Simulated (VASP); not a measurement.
Wanted: the native input for a VASP 6.6.1 run.

| Quantity | Value |
| --- | --- |
| Task | single point |
| Functional | PBE |
| Potentials or basis | VASP PAW PBE potentials, release 64 (Al, Ru_pv) |
| Cutoff | 520 eV |
| k mesh | 16 × 16 × 16 |
| Occupations | gaussian, width 0.15 eV |
| Spin | no spin polarisation |
| Dipole correction | no |
| Further INCAR settings | ALGO = Fast; EDIFF = 1e-06; NBANDS = 16 |

The structure of AlRu lies in POSCAR:

```
AlRu
1.0
    2.9916000000      0.0000000000      0.0000000000
    0.0000000000      2.9916000000      0.0000000000
    0.0000000000      0.0000000000      3.0364740000
Al Ru
1 1
Direct
    0.0000000000      0.0000000000      0.0000000000
    0.5000000000      0.5000000000      0.5000000000
```

This cell differs from its parent crystal: strain +0.000 along x and y, +0.015 along z.

These files were run (other wordings do the same):

INCAR

```
SYSTEM = AlRu
ALGO     = Fast           ! electronic algorithm
EDIFF    = 1E-6           ! SCF threshold, eV
ENCUT    = 520            ! plane-wave cutoff, eV
GGA      = PE             ! functional
ISIF     = 2              ! what is computed and relaxed
ISMEAR   = 0              ! smearing method
LASPH    = .True.         ! aspherical terms in the spheres
LCHARG   = .True.         ! write CHGCAR
LELF     = .True.         ! ELF
LREAL    = .False.        ! projectors in reciprocal space
LVHAR    = .True.       
LWAVE    = .False.        ! write WAVECAR
NBANDS   = 16             ! bands
NELM     = 60             ! most SCF steps
PREC     = Accurate       ! precision mode
SIGMA    = 0.15           ! smearing width, eV
```

KPOINTS

```
k-points
0
Gamma
  16 16 16
  0 0 0
```

Potentials or basis: VASP PAW PBE potentials, release 64 (Al, Ru_pv).

The run is started by

```sh
$ cat potpaw_PBE.64/Al/POTCAR potpaw_PBE.64/Ru_pv/POTCAR > POTCAR
$ mpirun -np 1 vasp_std > vasp.out
```

It gave:

```yaml
Pressure: -0.5 GPa
```

Caveat: the cell differs from its parent crystal (strain +0.000 along x and y, +0.015 along z).

Run time: 78 s on 1 thread of Intel(R) Xeon(R) Platinum 8488C (Sapphire Rapids) (shared host), peak memory 0.27 GiB.
